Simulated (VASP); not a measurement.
A run of VASP 6.6.1 is set up as follows.

INCAR

```
ALGO = Normal
EDIFF = 1E-6
ENCUT = 520
GGA = PE
ISIF = 2
ISMEAR = 0
LASPH = T
LCHARG = T
LELF = T
LREAL = F
LVHAR = T
LWAVE = F
NBANDS = 26
NELM = 80
PREC = Accurate
SIGMA = 0.1
```

Contents of KPOINTS:

```
k-points
0
Gamma
  4 4 4
```

File POSCAR:

```
Sc3Be
1.0
    4.3109515640      0.0000000000      0.0000000000
    0.0000000000      4.3109515640      0.0000000000
    0.0000000000      0.0000000000      4.3109515640
Sc Be
3 1
Direct
    0.0000000000      0.5000000000      0.5000000000
    0.5000000000      0.0000000000      0.5000000000
    0.5000000000      0.5000000000      0.0000000000
    0.0000000000      0.0000000000      0.0000000000
```

Potentials or basis: VASP PAW PBE potentials, release 64 (Sc_sv, Be).

Launch:

```bash
$ cat potpaw_PBE.64/Sc_sv/POTCAR potpaw_PBE.64/Be/POTCAR > POTCAR
$ mpirun -np 1 vasp_std > vasp.out
```

Q: Estimate the band gap on the k mesh.

A: Zero (an odd number of electrons rules out a gap without spin polarisation).

Q: Predict the pressure.

A: 0.1 GPa.

Caveat: the k points lie up to 0.36 Å⁻¹ apart, too coarse for converged energies and pressures of a metal.
